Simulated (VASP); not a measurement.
NiO:

```
Ni O
1.0
     0.00000    2.09317    2.09317
     2.09317    0.00000    2.09317
     2.09317    2.09317    0.00000
Ni O
1 1
Direct
  0.00000 0.00000 0.00000
  0.50000 0.50000 0.50000
```

| Item | Value |
| --- | --- |
| Program | VASP 6.6.1 |
| Task | relaxation of cell and atoms |
| Functional | PBE |
| Potentials or basis | VASP PAW PBE potentials, release 64 (Ni, O) |
| Cutoff | 600 eV |
| k mesh | 8 × 8 × 8 |
| Occupations | gaussian, width 0.1 eV |
| Spin | collinear spin, ferromagnetic start |
| Starting moments | [2.0, 1.0] μB |

At the start: pressure 4.1 GPa; volume 9.17 Å³/atom.

Problem. Where does the relaxation end?

Solution. Over 3 steps the energy falls by 2.5 meV/atom and the volume is 9.37 Å³/atom (+2.2 %); space group Fm-3m (No. 225, to 0.1 Å) before and after; moment 1.84 μB per cell.

Step by step:
```csv
step,energy change (eV),largest force (eV/Å),pressure (GPa),volume (Å³)
1,0.0000,0.0000,4.07,18.34
2,-0.0036,0.0000,-2.08,18.97
3,-0.0051,0.0000,-0.01,18.75
```

Final structure:
```cif
data_structure
_symmetry_space_group_name_H-M 'P 1'
_symmetry_Int_Tables_number 1
_cell_length_a 2.9818
_cell_length_b 2.9818
_cell_length_c 2.9818
_cell_angle_alpha 60.000
_cell_angle_beta 60.000
_cell_angle_gamma 60.000
_cell_volume 18.75
loop_
_atom_site_label
_atom_site_type_symbol
_atom_site_fract_x
_atom_site_fract_y
_atom_site_fract_z
_atom_site_occupancy
Ni1 Ni 0.00000 0.00000 0.00000 1
O1 O 0.50000 0.50000 0.50000 1
```

Caveat: a cell with one magnetic atom can't hold antiferromagnetic order, which such compounds often take.
